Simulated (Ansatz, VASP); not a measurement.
# ZrS: VASP beside Ansatz

```xyz
2
Lattice="-0.3098 2.4831 2.4831 2.4831 -0.3098 2.4831 2.4831 2.4831 -0.3098" Properties=species:S:1:pos:R:3 pbc="T T T"
Zr    0.0000    0.0000    0.0000
S     2.3282    2.3282    2.3282
```

Alike in both runs: task single point; functional PBEsol; k mesh 16 × 16 × 16; occupations gaussian, width 0.15 eV; no spin polarisation.

```csv
,VASP,Ansatz
version,VASP 6.6.1,Ansatz 0.2.0
potentials or method,"VASP PAW PBE potentials, release 64 (Zr_sv, S), cutoff 520 eV","scalar-relativistic, plane waves, PAW"
valence electrons in the cell,18,18
```

|  | VASP | Ansatz | Ansatz less VASP |
| --- | --- | --- | --- |
| gap on the k mesh at the Fermi level (eV) | none | none | - |
| pressure (GPa) | -6.6 | -6.7 | -0.13 |
| traceless stress, the component that is largest in VASP (GPa) | 2.99 | 3.03 | +0.040 |

VASP's potentials were made for PBE, not for PBEsol, and Ansatz warns of the same on its side. A gap of «none» marks a metal or a gap that the smearing closes. With one functional, cell and mesh, what is left measures potentials, basis and numerics.
